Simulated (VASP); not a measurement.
# GaN (I4/mmm) in VASP: notebook, part 2 of 2

VASP 6.6.1.

### 4 Single point, PBEsol

This run uses another cell than the first one, of the same volume but with other edges.

INCAR

```
SYSTEM = GaN
PREC = Accurate
ENCUT = 520
EDIFF = 1E-6
ISMEAR = 0
SIGMA = 0.03
LREAL = .FALSE.
LASPH = .TRUE.
NELM = 60
ALGO = Normal
ISIF = 2
LWAVE = .FALSE.
LCHARG = .FALSE.
GGA = PS
NBANDS = 16
```

KPOINTS

```
regular mesh
0
G
  16 16 16
  0 0 0
```

POSCAR

```
GaN
1.0
    0.0000000000      2.2540975367      1.9159829062
    2.2540975367      0.0000000000      1.9159829062
    2.2540975367      2.2540975367      0.0000000000
Ga N
1 1
Direct
    0.0000000000      0.0000000000      0.0000000000
    0.5000000000      0.5000000000      0.5000000000
```

Potentials or basis: VASP PAW PBE potentials, release 64 (Ga_d, N).

Started as:

```
$ cat potpaw_PBE.64/Ga_d/POTCAR potpaw_PBE.64/N/POTCAR > POTCAR
$ mpirun -np 1 vasp_std > vasp.out
```

OUTCAR:

```text
SYSTEM = GaN
   PREC = Accurate
   ENCUT = 520
   EDIFF = 1E-6
   ISMEAR = 0
   LREAL = .FALSE.
   LASPH = .TRUE.
   NELM = 60
   ISIF = 2
   GGA = PS

 ion  position               nearest neighbor table
   1  0.000  0.000  0.000-   2 1.92   2 1.92   2 2.25   2 2.25   2 2.25   2 2.25
   2  0.500  0.500  0.500-   1 1.92   1 1.92   1 2.25   1 2.25   1 2.25   1 2.25

  LATTYP: Found a body centered tetragonal cell.
 ALAT       =     3.1877753073
 C/A-ratio  =     1.2020815280

  Lattice vectors:

 A1 = (   0.0000000000,  -2.2540975367,  -1.9159829062)
 A2 = (   0.0000000000,   2.2540975367,  -1.9159829062)
 A3 = (   2.2540975367,   0.0000000000,   1.9159829062)

Analysis of symmetry for initial positions (statically):
=====================================================================
 Subroutine PRICEL returns:
 Original cell was already a primitive cell.

 Routine SETGRP: Setting up the symmetry group for a
 body centered tetragonal supercell.

 Subroutine GETGRP returns: Found 16 space group operations
 (whereof 16 operations were pure point group operations)
 out of a pool of 16 trial point group operations.

The static configuration has the point symmetry D_4h.

Analysis of symmetry for dynamics (positions and initial velocities):
=====================================================================
 Subroutine PRICEL returns:
 Original cell was already a primitive cell.

 Routine SETGRP: Setting up the symmetry group for a
 body centered tetragonal supercell.

 Subroutine GETGRP returns: Found 16 space group operations
 (whereof 16 operations were pure point group operations)
 out of a pool of 16 trial point group operations.

The dynamic configuration has the point symmetry D_4h.

 Subroutine INISYM returns: Found 16 space group operations
 (whereof 16 operations are pure point group operations),
 and found     1 'primitive' translations

----------------------------------------------------------------------------------------
[... 113 lines left out ...]
     AMIX_MAG =   1.60;   BMIX_MAG =  1.00
  volume/ion in A,a.u.               =       9.74        65.70
  Fermi-wavevector in a.u.,A,eV,Ry     =   1.594814  3.013761 34.605481  2.543431
  Thomas-Fermi vector in A             =   2.692830
   LORBIT       =      0    0 simple, 1 ext, 2 COOP (PROOUT), +10 PAW based schemes
   GGA     = PS    functional components
   LHFCALC =     F    Hartree Fock is set to
   AEXX    =    0.0000 exact exchange contribution
   IVDW    =     0    specifies the selected vdW correction
   LEPSILON=     F    determine dielectric tensor
   LRPA    =     F    only Hartree local field effects (RPA)
 non-spin polarized calculation
 Gauss-broadening in eV      SIGMA  =   0.03
  energy-cutoff  :      520.00
  volume of cell :       19.47
 maximum number of plane-waves:       536
 NGX is ok and might be reduce to    24

 number of electron      18.0000007 magnetization

 Free energy of the ion-electron system (eV)
  ---------------------------------------------------
  ext. energy  EPLUGINS =         0.00000000
  ---------------------------------------------------
  free energy    TOTEN  =       -12.06556416 eV

  energy without entropy =      -12.06554956  energy(sigma->0) =      -12.06555686

 E-fermi :   7.4064     XC(G=0): -13.0638

 val. band max:        7.3910750115   @ k =   0.5000   0.0000   0.0000
 cond. band min:       7.6618330893   @ k =   0.5000   0.4375   0.0000
 fundamental gap:      0.2707580778
 Fermi energy:         7.4064459361

 k-point     1 :       0.0000    0.0000    0.0000
  band No.  band energies     occupation
      1      -9.8619      2.00000
      2      -6.6135      2.00000
      3      -6.6075      2.00000
      4      -6.6075      2.00000
      5      -6.5525      2.00000
      6      -6.3409      2.00000
[... 433 lines left out ...]
      3      -6.6077      2.00000
      4      -6.5948      2.00000
      5      -6.5478      2.00000
      6      -6.3240      2.00000
[... 8 lines left out ...]
     15      24.0451      0.00000
     16      25.2976      0.00000

 [... further k-points ...]

------------------------ aborting loop because EDIFF is reached ----------------------------------------

  FORCE on cell =-STRESS in cart. coord.  units (eV):
  Direction    XX          YY          ZZ          XY          YZ          ZX
  --------------------------------------------------------------------------------------
  -------------------------------------------------------------------------------------
  Total       -0.9837860     -0.9837860      2.6961834      0.0000000      0.0000000     -0.0000000
  in kB      -80.9550974    -80.9550974    221.8671384      0.0000000      0.0000000     -0.0000000
  external PRESSURE =      19.9856478 kB  Pullay stress =       0.0000000 kB

 VOLUME and BASIS-vectors are now :
 -----------------------------------------------------------------------------
  energy-cutoff  :      520.00
  volume of cell :       19.47
      direct lattice vectors                 reciprocal lattice vectors
     0.000000000  2.254097537  1.915982906    -0.221818263  0.221818263  0.260962662
     2.254097537  0.000000000  1.915982906     0.221818263 -0.221818263  0.260962662
     2.254097537  2.254097537  0.000000000     0.221818263  0.221818263 -0.260962662

 POSITION                                       TOTAL-FORCE (eV/Angst)
 -----------------------------------------------------------------------------------
      0.00000      0.00000      0.00000         0.000000     -0.000000     -0.000000
      2.25410      2.25410      1.91598        -0.000000      0.000000      0.000000
 -----------------------------------------------------------------------------------
    total drift:                                0.000000     -0.000000     -0.000000

  FREE ENERGIE OF THE ION-ELECTRON SYSTEM (eV)
  ---------------------------------------------------
  free  energy   TOTEN  =       -12.0655641605 eV

  energy  without entropy=      -12.0655495641  energy(sigma->0) =      -12.06555686
```

OSZICAR:

```text
N       E                     dE             d eps       ncg     rms          rms(c)
DAV:   1     0.730945161661E+02    0.73095E+02   -0.92783E+03 12984   0.210E+03
DAV:   2    -0.923912920149E+01   -0.82334E+02   -0.76739E+02 12624   0.318E+02
DAV:   3    -0.137833194167E+02   -0.45442E+01   -0.45275E+01 13104   0.640E+01
DAV:   4    -0.138245327265E+02   -0.41213E-01   -0.41209E-01 14064   0.639E+00
DAV:   5    -0.138250058348E+02   -0.47311E-03   -0.47310E-03 13472   0.629E-01    0.709E+00
DAV:   6    -0.121100643678E+02    0.17149E+01   -0.41416E+00 15880   0.413E+01    0.247E+00
DAV:   7    -0.120898962514E+02    0.20168E-01   -0.22887E-01 13064   0.498E+00    0.156E+00
DAV:   8    -0.120673510282E+02    0.22545E-01   -0.35822E-02 14088   0.241E+00    0.517E-01
DAV:   9    -0.120655998291E+02    0.17512E-02   -0.68849E-03 14160   0.168E+00    0.118E-01
DAV:  10    -0.120655707004E+02    0.29129E-04   -0.65044E-04 13880   0.284E-01    0.574E-02
DAV:  11    -0.120655637007E+02    0.69996E-05   -0.25974E-05 13568   0.558E-02    0.370E-03
DAV:  12    -0.120655641605E+02   -0.45980E-06   -0.91444E-07 10824   0.134E-02
   1 F= -.12065564E+02 E0= -.12065557E+02  d E =-.145964E-04
```

stdout:

```text
POSCAR found type information on POSCAR GaN
 POSCAR found :  2 types and       2 ions
 scaLAPACK will be used
 -----------------------------------------------------------------------------
|                                                                             |
|                                                                             |
|     You enforced a specific xc type in the INCAR file but a different       |
|     I HOPE YOU KNOW WHAT YOU ARE DOING!                                     |
|                                                                             |
 -----------------------------------------------------------------------------

 LDA part: xc-table for (Slater+PW92), standard interpolation
 POSCAR, INCAR and KPOINTS ok, starting setup
 FFT: planning ... GRIDC
 FFT: planning ... GRID_SOFT
 FFT: planning ... GRID
 WAVECAR not read
 entering main loop
```

Wall time 2.5 min (1 thread of Intel Xeon 8259CL, shared host); peak memory 0.23 GiB.

What came out:

| Quantity | Value |
| --- | --- |
| Free energy | -12.0656 eV |
| Pressure | 2.0 GPa |
| Band gap on the k mesh | zero (bands 9 and 10 overlap by 0.09 eV) |

Levels at points of the mesh, in eV from the Fermi level:
```
           k point  band 5  band 6  band 7  band 8  band 9  band 10  band 11  band 12  band 13  band 14
(0.00, 0.00, 0.00)  -13.96  -13.75   -1.73   -0.08   -0.08     2.09    13.34    13.34    14.34    14.34
(0.50, 0.00, 0.00)  -13.85  -13.74   -8.21   -0.55   -0.02     3.99     7.35     9.30    11.53    15.84
(0.50, 0.50, 0.00)  -13.70  -10.06   -6.74   -3.68   -3.68    -0.11     6.48    12.80    13.10    13.10
(0.50, 0.00, 0.50)  -13.68  -11.37   -7.17   -3.80   -1.57     1.21     8.55    10.82    12.27    17.01
```

Caveat: the stress differs along the axes, from -8 to 22 GPa; semilocal functionals underestimate gaps, and a narrow one can read as zero; the PAW data sets were made with another functional, which shifts forces and pressure a little.

### 5 Single point, PBEsol

This run uses another cell than the first one, of the same volume but with other edges.

INCAR

```
ALGO = Normal
EDIFF = 1E-7
ENCUT = 520
GGA = PS
ISIF = 2
ISMEAR = 0
LASPH = T
LCHARG = F
LREAL = F
LWAVE = F
NBANDS = 16
NELM = 100
PREC = Accurate
SIGMA = 0.03
```

KPOINTS

```
k-points
0
Gamma
  16 16 16
```

POSCAR

```
GaN
1.0
    0.0000000000      2.3196055832      1.8092923549
    2.3196055832      0.0000000000      1.8092923549
    2.3196055832      2.3196055832      0.0000000000
Ga N
1 1
Direct
    0.0000000000      0.0000000000      0.0000000000
    0.5000000000      0.5000000000      0.5000000000
```

Started as:

```
$ cat potpaw_PBE.64/Ga_d/POTCAR potpaw_PBE.64/N/POTCAR > POTCAR
$ mpirun -np 1 vasp_std > vasp.out
```

Wall time 2.6 min (1 thread of Intel Xeon 8259CL, shared host); peak memory 0.23 GiB.

It converged, with:

```
Free energy            : -11.7679 eV
Pressure               : 15.6 GPa
Band gap on the k mesh : 0.31 eV (least direct gap 2.37 eV)
```

Stress tensor (GPa, compression positive):
```
-3.45  0.00  0.00
 0.00 -3.45  0.00
 0.00  0.00 53.66
```

Levels at points of the mesh, in eV from the valence-band top:
```csv
k point,band 5,band 6,band 7,band 8,band 9,band 10,band 11,band 12,band 13,band 14
"(0.00, 0.00, 0.00)",-14.02,-13.71,-2.44,0.00,0.00,2.37,12.64,12.64,14.60,14.60
"(0.50, 0.00, 0.00)",-13.96,-13.81,-8.24,-0.72,-0.09,3.59,6.71,9.69,13.75,15.78
"(0.50, 0.50, 0.00)",-13.78,-9.78,-6.60,-4.13,-4.13,0.31,5.92,12.78,12.78,13.36
"(0.50, 0.00, 0.50)",-13.75,-11.45,-7.32,-4.20,-0.94,1.98,9.29,10.44,11.53,18.38
```

Caveat: the stress differs along the axes, from -3 to 54 GPa; semilocal functionals underestimate gaps, and a narrow one can read as zero; the PAW data sets were made with another functional, which shifts forces and pressure a little.

### 6 Overview

| cell | gap on the mesh (eV) | pressure (GPa) |
| --- | --- | --- |
| a = 2.935, b = 2.935, c = 3.390 Å, angles 54.7, 54.7, 70.5°, 2 atoms | 1.52 | 40.9 |
| a = 3.295, b = 3.295, c = 2.690 Å, angles 65.9, 65.9, 48.2°, 2 atoms | none | 31.6 |
| a = 2.958, b = 2.958, c = 3.188 Å, angles 57.4, 57.4, 65.2°, 2 atoms | none | 2.0 |
| a = 2.942, b = 2.942, c = 3.280 Å, angles 56.1, 56.1, 67.8°, 2 atoms | 0.31 | 15.6 |

Alike in all rows: task single point; level PBEsol; potentials or basis VASP PAW PBE potentials, release 64 (Ga_d, N); no spin polarisation; k mesh 16 × 16 × 16; cutoff (eV) 520; smearing gaussian 0.03 eV.

Caveats: the PAW data sets were made with another functional, which shifts forces and pressure a little; semilocal functionals underestimate gaps, and a narrow one can read as zero (at least some runs); the stress differs along the axes, from 5 to 113 GPa (at least some runs); the stress differs along the axes, from -9 to 52 GPa (at least some runs); the stress differs along the axes, from -8 to 22 GPa (at least some runs); the stress differs along the axes, from -3 to 54 GPa (at least some runs).

Total energies depend on the potentials used, so only differences within one code and one set of settings carry meaning.

The gap in the log of VASP goes by the Fermi energy; the results here count the filled bands.